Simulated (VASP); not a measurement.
Input of a VASP 6.6.1 run:

File INCAR:

```
SYSTEM = Ga4As3N
PREC     = Accurate       ! precision mode
ENCUT    = 520            ! plane-wave cutoff, eV
EDIFF    = 1E-6           ! SCF threshold, eV
ISMEAR   = -1             ! smearing method
SIGMA    = 0.02           ! smearing width, eV
LREAL    = .False.        ! projectors in reciprocal space
LASPH    = .True.         ! aspherical terms in the spheres
NELM     = 80             ! most SCF steps
ALGO     = Normal         ! electronic algorithm
ISIF     = 2              ! what is computed and relaxed
LWAVE    = .False.        ! write WAVECAR
LCHARG   = .False.        ! write CHGCAR
GGA      = PE             ! functional
NBANDS   = 46             ! bands
```

File KPOINTS:

```
regular mesh
0
Gamma
  12 12 2
  0 0 0
```

File POSCAR:

```
Ga4As3N
1.0
    3.8714964031      0.0000000000      0.0000000000
   -1.9357482015      3.3528142358      0.0000000000
    0.0000000000      0.0000000000     12.7072269973
N As Ga
1 3 4
Direct
    0.6666666667      0.3333333333     -0.0025256843
    0.6666666667      0.3333333333      0.4992319763
    0.3333333333      0.6666666667      0.7663617917
    0.3333333333      0.6666666667      0.2323906543
    0.6666666667      0.3333333333      0.8428612149
    0.6666666667      0.3333333333      0.3037576781
    0.3333333333      0.6666666667      0.5722129322
    0.3333333333      0.6666666667      0.0357094368
```

Potentials or basis: VASP PAW PBE potentials, release 64 (N, As, Ga_d).

Launch:

```console
$ cat potpaw_PBE.64/N/POTCAR potpaw_PBE.64/As/POTCAR potpaw_PBE.64/Ga_d/POTCAR > POTCAR
$ mpirun -np 1 vasp_std > vasp.out
```

Problem. Predict the band gap on the k mesh.

Solution. Zero (band 36 reaches 4.23 eV, above the bottom of band 37 at 4.04 eV).

Problem. Predict the pressure.

Solution. 0.2 GPa.

Problem. Predict the largest force.

Solution. 0.008 eV/Å.

Forces in eV/Å, atoms in the order of the input:
```
N    0.000  0.000  0.001
As   0.000  0.000 -0.003
As   0.000  0.000 -0.004
As   0.000  0.000 -0.004
Ga   0.000  0.000  0.008
Ga   0.000  0.000  0.002
Ga   0.000  0.000  0.000
Ga   0.000  0.000  0.001
```
